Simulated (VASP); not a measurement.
Here is a VASP 6.6.1 calculation.

File INCAR:

```
PREC     = Accurate       # precision mode
ENCUT    = 520            # plane-wave cutoff, eV
EDIFF    = 1E-6           # SCF threshold, eV
ISMEAR   = 0              # smearing method
SIGMA    = 0.05           # smearing width, eV
LREAL    = F              # projectors in reciprocal space
LASPH    = T              # aspherical terms in the spheres
NELM     = 150            # most SCF steps
ALGO     = Normal         # electronic algorithm
ISIF     = 2              # what is computed and relaxed
LWAVE    = F              # write WAVECAR
LCHARG   = T              # write CHGCAR
LMAXMIX  = 4              # l up to which the mixer works
LDAU     = T              # DFT+U
LDAUTYPE = 2            
LDAUL    = 2 -1           # shell
LDAUU    = 4 0            # U, eV
LDAUJ    = 0 0          
LDAUPRINT= 1            
GGA      = PE             # functional
IVDW     = 12             # dispersion correction
LELF     = T              # ELF
LVHAR    = T            
NBANDS   = 19             # bands
```

Contents of KPOINTS:

```
Automatic mesh
0
Gamma
  12 12 12
```

Contents of POSCAR:

```
TiO2
1.0
    1.6191308254      0.9348056179      4.3929178134
   -1.6191308254      0.9348056179      4.3929178134
    0.0000000000     -1.8696112358      4.3929178134
Ti O
1 2
Direct
    0.0000000000      0.0000000000      0.0000000000
    0.6017580785      0.6017580785      0.6017580785
    0.3982419215      0.3982419215      0.3982419215
```

Potentials or basis: VASP PAW PBE potentials, release 64 (Ti_sv, O).

Command:

```console
$ cat potpaw_PBE.64/Ti_sv/POTCAR potpaw_PBE.64/O/POTCAR > POTCAR
$ mpirun -np 1 vasp_std > vasp.out
```

Estimate the largest force.

0.053 eV/Å.

Predict the dispersion energy per atom.

-0.188 eV.

Forces on the atoms (eV/Å):
```
Ti   0.000  0.000  0.000
O    0.000  0.000 -0.053
O    0.000  0.000  0.053
```
